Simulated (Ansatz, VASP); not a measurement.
## Si5Mo in VASP and in Ansatz

```xyz
6
Lattice="4.0793 -4.0815 0.0000 4.0793 4.0815 0.0000 0.0000 0.0000 3.8323" Properties=species:S:1:pos:R:3 pbc="T T T"
Si    2.3844    0.0000    0.0000
Si    5.7742    0.0000    0.0000
Si    4.0793   -1.6952    0.0000
Si    4.0793    1.6952    0.0000
Si    0.0000    0.0000    0.0000
Mo    4.0793    0.0000    1.9161
```

Alike in both runs: functional PBE; k mesh 4 × 4 × 4; occupations gaussian, width 0.1 eV; no spin polarisation.

Ansatz relaxed the structure, and its values are those at the end. VASP's run is a single point on that final structure, the one shown.

|  | VASP | Ansatz |
| --- | --- | --- |
| version | VASP 6.6.1 | Ansatz 0.2.0 |
| potentials or method | VASP PAW PBE potentials, release 64 (Si, Mo_sv), cutoff 520 eV | scalar-relativistic, plane waves, PAW |
| valence electrons in the cell | 34 | 34 |

```csv
,VASP,Ansatz,Ansatz less VASP
gap on the k mesh at the Fermi level (eV),none,none,-
pressure (GPa),-0.1,-0.1,0.00
rms of the force components (eV/Å),0.003,0.002,-0.0012
```

A gap of «none» marks a metal or a gap that the smearing closes. With one functional, cell and mesh, what is left measures potentials, basis and numerics.

The k mesh is coarse, so the values compare programs but aren't converged.
